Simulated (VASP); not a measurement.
# O (Fm-3m) in VASP: notebook

The runs below take O through single point, with LDA.

Program: VASP 6.6.1. These are calculated values, not measurements. Logs are shortened: lines on timing, memory, paths and dates and some standing lists are left out, and cuts for length are marked.

## (1) The cell of the first run

The structure is cubic, space group Fm-3m (No. 225). Conventional cell: a = 2.960 Å, b = 2.960 Å, c = 2.960 Å, α = 90.00°, β = 90.00°, γ = 90.00°. O (site symmetry m-3m) has 12 O at 2.09 Å within 2.8 Å.

## (2) Single point, LDA (volume scaled by 0.9)

INCAR reads:

```
  PREC = Accurate
  ENCUT = 520
  EDIFF = 1E-6
  ISMEAR = -1
  SIGMA = 0.08
  LREAL = F
  LASPH = T
  NELM = 80
  ALGO = Normal
  ISIF = 2
  LWAVE = F
  LCHARG = F
  NBANDS = 9
```

KPOINTS reads:

```
Automatic mesh
0
Gamma
  18 18 18
```

POSCAR reads:

```
O
1.0
    0.0000000000      1.4802206848      1.4802206848
    1.4802206848      0.0000000000      1.4802206848
    1.4802206848      1.4802206848      0.0000000000
O
1
Direct
    0.0000000000      0.0000000000      0.0000000000
```

Potentials or basis: VASP PAW LDA potentials, release 64 (O).

Started as:

```console
$ cat potpaw_LDA.64/O/POTCAR > POTCAR
$ mpirun -np 1 vasp_std > vasp.out
```

OUTCAR:

```text
PREC = Accurate
   ENCUT = 520
   EDIFF = 1E-6
   ISMEAR = -1
   LREAL = F
   LASPH = T
   NELM = 80
   ISIF = 2

 ion  position               nearest neighbor table
   1  0.000  0.000  0.000-

  LATTYP: Found a face centered cubic cell.
 ALAT       =     2.9604413696

  Lattice vectors:

 A1 = (   0.0000000000,   1.4802206848,   1.4802206848)
 A2 = (   1.4802206848,   0.0000000000,   1.4802206848)
 A3 = (   1.4802206848,   1.4802206848,   0.0000000000)

Analysis of symmetry for initial positions (statically):
=====================================================================
 Subroutine PRICEL returns:
 Original cell was already a primitive cell.

 Routine SETGRP: Setting up the symmetry group for a
 face centered cubic supercell.

 Subroutine GETGRP returns: Found 48 space group operations
 (whereof 48 operations were pure point group operations)
 out of a pool of 48 trial point group operations.

The static configuration has the point symmetry O_h .

Analysis of symmetry for dynamics (positions and initial velocities):
=====================================================================
 Subroutine PRICEL returns:
 Original cell was already a primitive cell.

 Routine SETGRP: Setting up the symmetry group for a
 face centered cubic supercell.

 Subroutine GETGRP returns: Found 48 space group operations
 (whereof 48 operations were pure point group operations)
 out of a pool of 48 trial point group operations.

The dynamic configuration has the point symmetry O_h .

 Subroutine INISYM returns: Found 48 space group operations
 (whereof 48 operations are pure point group operations),
 and found     1 'primitive' translations

----------------------------------------------------------------------------------------

                                     Primitive cell

  volume of cell :       6.4865

  direct lattice vectors                    reciprocal lattice vectors
     0.000000000  1.480220685  1.480220685    -0.337787470  0.337787470  0.337787470
     1.480220685  0.000000000  1.480220685     0.337787470 -0.337787470  0.337787470
     1.480220685  1.480220685  0.000000000     0.337787470  0.337787470 -0.337787470

  length of vectors
     2.093348168  2.093348168  2.093348168     0.585065060  0.585065060  0.585065060

  position of ions in fractional coordinates (direct lattice)
[... 72 lines left out ...]
   LNONCOLLINEAR =      F non collinear calculations
   LSORBIT =      F    spin-orbit coupling
   LASPH  =      T    aspherical Exc in radial PAW
   ENCUT  =  520.0 eV  38.22 Ry    6.18 a.u.   3.89  3.89  3.89*2*pi/ulx,y,z
   NELM   =     80;   NELMIN=  2; NELMDL= -5     # of ELM steps
   EDIFF  = 0.1E-05   stopping-criterion for ELM
   LREAL  =      F    real-space projection
   EDIFFG = 0.1E-04   stopping-criterion for IOM
   NSW    =      0    number of steps for IOM
   IBRION =     -1    ionic relax: 0-MD 1-quasi-New 2-CG
   NFREE  =      0    steps in history (QN), initial steepest desc. (CG)
   ISIF   =      2    stress and relaxation
   ISYM   =      2    0-nonsym 1-usesym 2-fastsym
   POTIM  = 0.5000    time-step for ionic-motion
   TEBEG  =    0.0;   TEEND  =   0.0 temperature during run
   PSTRESS=    0.0 pullay stress
   NELECT =       6.0000    total number of electrons
   NUPDOWN=      -1.0000    fix difference up-down
   EMIN   =  10.00;   EMAX   =-10.00  energy-range for DOS
   EFERMI =   0.00;   METHOD = LEGACY
   ISMEAR =    -1;   SIGMA  =   0.08  broadening in eV -4-tet -1-fermi 0-gaus
   EFERMI_NEDOS =   21; number of points for ismear=-14 and -15
   IALGO  =     38    algorithm
   IMIX   =      4    mixing-type and parameters
     AMIX     =   0.40;   BMIX     =  1.00
     AMIX_MAG =   1.60;   BMIX_MAG =  1.00
  volume/ion in A,a.u.               =       6.49        43.77
  Fermi-wavevector in a.u.,A,eV,Ry     =   1.595103  3.014308 34.618040  2.544354
  Thomas-Fermi vector in A             =   2.693074
   LORBIT       =      0    0 simple, 1 ext, 2 COOP (PROOUT), +10 PAW based schemes
   GGA     = CA    functional components
   LHFCALC =     F    Hartree Fock is set to
   AEXX    =    0.0000 exact exchange contribution
   IVDW    =     0    specifies the selected vdW correction
   LEPSILON=     F    determine dielectric tensor
   LRPA    =     F    only Hartree local field effects (RPA)
 non-spin polarized calculation
  energy-cutoff  :      520.00
  volume of cell :        6.49
 maximum number of plane-waves:       190
   NGX =  7   NGY =  7   NGZ =  7

 number of electron       5.9999999 magnetization

 Free energy of the ion-electron system (eV)
  ---------------------------------------------------
  ext. energy  EPLUGINS =         0.00000000
  ---------------------------------------------------
  free energy    TOTEN  =        -3.05776109 eV

  energy without entropy =       -3.03826881  energy(sigma->0) =       -3.04801495

 E-fermi :   4.5384     XC(G=0): -13.8298

 val. band max:        4.5366414494   @ k =   0.5000   0.2778   0.0556
 cond. band min:       4.5481178824   @ k =  -0.2778   0.3333   0.1111
 fundamental gap:      0.0114764330
 Fermi energy:         4.5383584892

 k-point     1 :       0.0000    0.0000    0.0000
  band No.  band energies     occupation
      1     -18.8751      2.00000
      2       7.0405      0.00000
      3       7.0405      0.00000
      4       7.0405      0.00000
      5      26.8313      0.00000
      6      41.5123      0.00000
      7      41.5123      0.00000
      8      41.5123      0.00000
      9      46.6302      0.00000
[... 265 lines left out ...]
 k-point    24 :      -0.2222    0.0556    0.0000
  band No.  band energies     occupation
      1     -16.6975      2.00000
      2       2.3113      2.00000
      3       6.0905      0.00000
      4       6.6624      0.00000
      5      28.7177      0.00000
      6      33.5241      0.00000
      7      40.3085      0.00000
      8      41.8827      0.00000
      9      48.2125      0.00000

 [... further k-points ...]
[... 5 lines left out ...]
  --------------------------------------------------------------------------------------
  -------------------------------------------------------------------------------------
  Total        1.0752951      1.0752951      1.0752951     -0.0000000      0.0000000      0.0000000
  in kB      265.6004693    265.6004693    265.6004693     -0.0000000      0.0000000      0.0000000
  external PRESSURE =     265.6004693 kB  Pullay stress =       0.0000000 kB

 VOLUME and BASIS-vectors are now :
 -----------------------------------------------------------------------------
  energy-cutoff  :      520.00
  volume of cell :        6.49
      direct lattice vectors                 reciprocal lattice vectors
     0.000000000  1.480220685  1.480220685    -0.337787470  0.337787470  0.337787470
     1.480220685  0.000000000  1.480220685     0.337787470 -0.337787470  0.337787470
     1.480220685  1.480220685  0.000000000     0.337787470  0.337787470 -0.337787470

 POSITION                                       TOTAL-FORCE (eV/Angst)
 -----------------------------------------------------------------------------------
      0.00000      0.00000      0.00000         0.000000      0.000000     -0.000000
 -----------------------------------------------------------------------------------
    total drift:                               -0.000000      0.000000      0.000000

  FREE ENERGIE OF THE ION-ELECTRON SYSTEM (eV)
  ---------------------------------------------------
  free  energy   TOTEN  =        -3.0577610901 eV

  energy  without entropy=       -3.0382688130  energy(sigma->0) =       -3.04801495
```

OSZICAR:

```text
N       E                     dE             d eps       ncg     rms          rms(c)
DAV:   1     0.456233899037E+01    0.45623E+01   -0.37925E+03  3962   0.658E+02
DAV:   2    -0.300073980058E+01   -0.75631E+01   -0.72067E+01  4050   0.863E+01
DAV:   3    -0.305664676766E+01   -0.55907E-01   -0.55635E-01  3845   0.569E+00
DAV:   4    -0.305667162594E+01   -0.24858E-04   -0.24858E-04  3719   0.153E-01
DAV:   5    -0.305667163843E+01   -0.12489E-07   -0.12848E-07  3737   0.325E-03    0.302E-01
DAV:   6    -0.305732872813E+01   -0.65709E-03   -0.24216E-04  3665   0.121E-01    0.176E-01
DAV:   7    -0.305775436144E+01   -0.42563E-03   -0.18216E-04  3597   0.112E-01    0.259E-02
DAV:   8    -0.305776111377E+01   -0.67523E-05   -0.93066E-06  3690   0.249E-02    0.279E-03
DAV:   9    -0.305776109015E+01    0.23620E-07   -0.56436E-08  1873   0.275E-03
   1 F= -.30577611E+01 E0= -.30480150E+01  d E =-.194923E-01
```

stdout:

```text
POSCAR found type information on POSCAR O
 POSCAR found :  1 types and       1 ions
 scaLAPACK will be used
 LDA part: xc-table for (Slater(with rela. corr.)+CA(PZ))
 , standard interpolation
 POSCAR, INCAR and KPOINTS ok, starting setup
 FFT: planning ... GRIDC
 FFT: planning ... GRID_SOFT
 FFT: planning ... GRID
 WAVECAR not read
 entering main loop
```

Wall time 3.5 s (1 thread of AMD EPYC 9R45 (Zen 5), shared host); peak memory 0.08 GiB.

What came out:

- Free energy: -3.0578 eV
- Pressure: 26.6 GPa
- Band gap on the k mesh: zero (band 3 reaches 7.04 eV, above the bottom of band 4 at 2.36 eV)

Caveat: the cell differs from its parent crystal (volume scaled by 0.9).

## (3) Single point, LDA

This run uses another cell than the first one, of 7.21 Å³/atom, 1.111 times its volume.

INCAR reads:

```
PREC = Accurate ; ENCUT = 520
EDIFF = 1E-6 ; ISMEAR = -1
SIGMA = 0.08 ; LREAL = F
LASPH = T ; NELM = 80
ALGO = Normal ; ISIF = 2
LWAVE = F ; LCHARG = F
GGA = CA ; NBANDS = 9
```

KPOINTS reads:

```
regular mesh
0
Gamma
  18 18 18
```

POSCAR reads:

```
O
1.0
    0.0000000000      1.5331299426      1.5331299426
    1.5331299426      0.0000000000      1.5331299426
    1.5331299426      1.5331299426      0.0000000000
O
1
Direct
    0.0000000000      0.0000000000      0.0000000000
```

Potentials or basis: VASP PAW LDA potentials, release 64 (O).

Started as:

```console
$ cat potpaw_LDA.64/O/POTCAR > POTCAR
$ mpirun -np 1 vasp_std > vasp.out
```

OUTCAR:

```text
PREC = Accurate
   ENCUT = 520
   EDIFF = 1E-6
   ISMEAR = -1
   LREAL = F
   LASPH = T
   NELM = 80
   ISIF = 2
   GGA = CA

 ion  position               nearest neighbor table
   1  0.000  0.000  0.000-

  LATTYP: Found a face centered cubic cell.
 ALAT       =     3.0662598852

  Lattice vectors:

 A1 = (   0.0000000000,   1.5331299426,   1.5331299426)
 A2 = (   1.5331299426,   0.0000000000,   1.5331299426)
 A3 = (   1.5331299426,   1.5331299426,   0.0000000000)

Analysis of symmetry for initial positions (statically):
[... 455 lines left out ...]
      1     -17.1135      2.00000
      2       0.9213      2.00000
      3       4.3559      0.00000
      4       4.8440      0.00000
      5      25.1406      0.00000
      6      30.8303      0.00000
      7      37.3508      0.00000
      8      38.9202      0.00000
      9      44.7935      0.00000

 [... further k-points ...]
[... 5 lines left out ...]
  --------------------------------------------------------------------------------------
  -------------------------------------------------------------------------------------
  Total       -0.0011124     -0.0011124     -0.0011124      0.0000000     -0.0000000     -0.0000000
  in kB       -0.2472918     -0.2472918     -0.2472918      0.0000000     -0.0000000     -0.0000000
  external PRESSURE =      -0.2472918 kB  Pullay stress =       0.0000000 kB

 VOLUME and BASIS-vectors are now :
 -----------------------------------------------------------------------------
  energy-cutoff  :      520.00
  volume of cell :        7.21
      direct lattice vectors                 reciprocal lattice vectors
     0.000000000  1.533129943  1.533129943    -0.326130216  0.326130216  0.326130216
     1.533129943  0.000000000  1.533129943     0.326130216 -0.326130216  0.326130216
     1.533129943  1.533129943  0.000000000     0.326130216  0.326130216 -0.326130216

 POSITION                                       TOTAL-FORCE (eV/Angst)
 -----------------------------------------------------------------------------------
      0.00000      0.00000      0.00000        -0.000000      0.000000     -0.000000
 -----------------------------------------------------------------------------------
    total drift:                               -0.000000      0.000000      0.000000

  FREE ENERGIE OF THE ION-ELECTRON SYSTEM (eV)
  ---------------------------------------------------
  free  energy   TOTEN  =        -3.1147537500 eV

  energy  without entropy=       -3.0932714205  energy(sigma->0) =       -3.10401259
```

Run time: 4 s. Hardware: 1 thread of AMD EPYC 9R45 (Zen 5), shared host; peak memory 0.08 GiB.

What came out:

- Free energy: -3.1148 eV
- Pressure: 0.0 GPa
- Band gap on the k mesh: zero (band 3 reaches 5.17 eV, above the bottom of band 4 at 1.19 eV)

## (4) Single point, LDA

This run uses another cell than the first one, of 7.21 Å³/atom, 1.111 times its volume.

INCAR reads:

```
PREC = Accurate
ENCUT = 520
EDIFF = 1E-6
ISMEAR = -1
SIGMA = 0.08
LREAL = False
LASPH = True
NELM = 80
ALGO = Normal
ISIF = 2
LWAVE = False
LCHARG = False
NBANDS = 9
```

KPOINTS is that of step 3.

POSCAR is that of step 3.

Started as:

```console
$ cat potpaw_LDA.64/O/POTCAR > POTCAR
$ mpirun -np 1 vasp_std > vasp.out
```

Run time: 3.9 s. Hardware: 1 thread of AMD EPYC 9R45 (Zen 5), shared host; peak memory 0.08 GiB.

Results (log left out):

| Item | Value |
| --- | --- |
| Free energy | -3.1148 eV |
| Pressure | 0.0 GPa |
| Band gap on the k mesh | zero (band 3 reaches 5.17 eV, above the bottom of band 4 at 1.19 eV) |

Levels at points of the mesh, in eV from the Fermi level:
```csv
k point,band 1,band 2,band 3,band 4,band 5,band 6,band 7,band 8
"(0.00, 0.00, 0.00)",-22.04,2.16,2.16,2.16,20.04,35.57,35.57,35.57
"(0.50, 0.00, 0.00)",-16.82,-7.77,1.24,1.24,22.53,26.11,32.97,32.97
"(0.50, 0.50, 0.00)",-15.04,-6.53,-0.86,-0.86,17.00,21.90,31.07,41.68
```

## (5) Single point, LDA

This run uses another cell than the first one, of 7.21 Å³/atom, 1.111 times its volume.

INCAR reads:

```
SYSTEM = O
ALGO     = Normal         ! electronic algorithm
EDIFF    = 1E-6           ! SCF threshold, eV
ENCUT    = 520            ! plane-wave cutoff, eV
GGA      = CA             ! functional
ISIF     = 2              ! what is computed and relaxed
ISMEAR   = -1             ! smearing method
LASPH    = .TRUE.         ! aspherical terms in the spheres
LCHARG   = .TRUE.         ! write CHGCAR
LELF     = .TRUE.         ! ELF
LREAL    = .FALSE.        ! projectors in reciprocal space
LVHAR    = .TRUE.       
LWAVE    = .FALSE.        ! write WAVECAR
NBANDS   = 9              ! bands
NELM     = 100            ! most SCF steps
PREC     = Accurate       ! precision mode
SIGMA    = 0.08           ! smearing width, eV
```

KPOINTS reads:

```
k-points
0
G
  18 18 18
  0 0 0
```

POSCAR is that of step 4.

Started as:

```console
$ cat potpaw_LDA.64/O/POTCAR > POTCAR
$ mpirun -np 1 vasp_std > vasp.out
```

It took 4.1 s on 1 thread of AMD EPYC 9R45 (Zen 5), shared host; peak memory 0.08 GiB.

Results (log left out):

```
Free energy            : -3.1148 eV
Pressure               : 0.0 GPa
Band gap on the k mesh : zero (band 3 reaches 5.17 eV, above the bottom of band 4 at 1.19 eV)
```

Levels at points of the mesh, in eV from the Fermi level:
| k point | band 1 | band 2 | band 3 | band 4 | band 5 | band 6 | band 7 | band 8 |
| --- | --- | --- | --- | --- | --- | --- | --- | --- |
| (0.00, 0.00, 0.00) | -22.04 | 2.16 | 2.16 | 2.16 | 20.04 | 35.57 | 35.57 | 35.57 |
| (0.50, 0.00, 0.00) | -16.82 | -7.77 | 1.24 | 1.24 | 22.53 | 26.11 | 32.97 | 32.97 |
| (0.50, 0.50, 0.00) | -15.04 | -6.53 | -0.86 | -0.86 | 17.00 | 21.90 | 31.07 | 41.68 |

[end of part 1 of 2]
